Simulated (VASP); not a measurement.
BaTiO3:

```
CELL_PARAMETERS angstrom
4.00730 0.00000 0.00000
0.00000 4.00730 0.00000
0.00000 0.00000 8.01460
ATOMIC_POSITIONS crystal
Ba 0.57741 0.59500 0.23992
Ba 0.51332 0.45608 0.76365
Ti 0.03541 0.99821 0.01324
Ti 0.94999 0.97117 0.51853
O 0.56907 0.92563 0.97977
O 0.42933 0.96655 0.50053
O 0.96890 0.59557 0.98415
O 0.95413 0.46286 0.52367
O 0.96185 0.01025 0.22399
O 0.04058 0.01868 0.75255
```

| Property | Result |
| --- | --- |
| Program | VASP 6.6.1 |
| Task | relaxation of cell and atoms |
| Functional | LDA |
| Potentials or basis | VASP PAW LDA potentials, release 64 (Ba_sv, Ti_sv, O) |
| Cutoff | 600 eV |
| k mesh | 7 × 7 × 4 |
| Occupations | fermi-dirac, width 0.05 eV |
| Spin | no spin polarisation |

At the start: pressure 10.0 GPa; volume 12.87 Å³/atom.

Problem. Where does the relaxation end?

Solution. Over 56 steps the energy falls by 459.1 meV/atom and the volume is 12.42 Å³/atom (-3.5 %); space group P1 (No. 1, to 0.1 Å) before, R3m (No. 160, to 0.1 Å).

The path:
```tsv
step	energy change (eV)	largest force (eV/Å)	pressure (GPa)	volume (Å³)
1	0.0000	7.5923	10.02	128.70
3	-2.4128	2.5280	-11.17	137.44
5	-3.8252	1.7817	5.77	123.21
7	-4.1660	1.3559	0.71	125.32
9	-4.3858	0.5903	-3.47	127.64
11	-4.4959	0.7349	1.93	123.90
13	-4.5482	0.5223	0.36	124.45
15	-4.5676	0.2043	-0.91	125.01
17	-4.5795	0.1671	0.78	123.76
19	-4.5846	0.1456	0.04	124.13
21	-4.5868	0.0832	-0.34	124.33
23	-4.5881	0.0466	0.22	123.96
25	-4.5886	0.0477	-0.03	124.13
27	-4.5889	0.0275	-0.09	124.17
29	-4.5891	0.0222	0.12	124.04
31	-4.5892	0.0335	-0.02	124.14
33	-4.5894	0.0402	-0.07	124.19
35	-4.5896	0.0247	0.09	124.12
37	-4.5897	0.0259	-0.04	124.22
39	-4.5899	0.0256	-0.06	124.25
41	-4.5900	0.0215	0.10	124.15
43	-4.5901	0.0169	0.03	124.20
45	-4.5902	0.0175	-0.03	124.22
47	-4.5902	0.0272	0.01	124.19
49	-4.5904	0.0192	0.01	124.19
51	-4.5904	0.0126	-0.03	124.22
53	-4.5905	0.0156	0.01	124.19
55	-4.5905	0.0125	0.01	124.20
56	-4.5905	0.0073	-0.02	124.22
```

Final structure:
```yaml
crystal:
  lattice:
    - [3.96421, 0.00207, 0.00168]
    - [0.00251, 3.95763, 0.00127]
    - [0.00585, 0.00535, 7.91749]
  atoms:
    - { symbol: Ba, position: [0.50474, 0.50398, 0.25198] }
    - { symbol: Ba, position: [0.50440, 0.50393, 0.75195] }
    - { symbol: Ti, position: [0.01441, 0.01251, 0.00644] }
    - { symbol: Ti, position: [0.01411, 0.01256, 0.50645] }
    - { symbol: O, position: [0.49045, 0.99598, 0.99797] }
    - { symbol: O, position: [0.49036, 0.99608, 0.49799] }
    - { symbol: O, position: [0.99536, 0.49164, 0.99793] }
    - { symbol: O, position: [0.99533, 0.49161, 0.49789] }
    - { symbol: O, position: [0.99549, 0.99575, 0.24571] }
    - { symbol: O, position: [0.99535, 0.99596, 0.74569] }
```
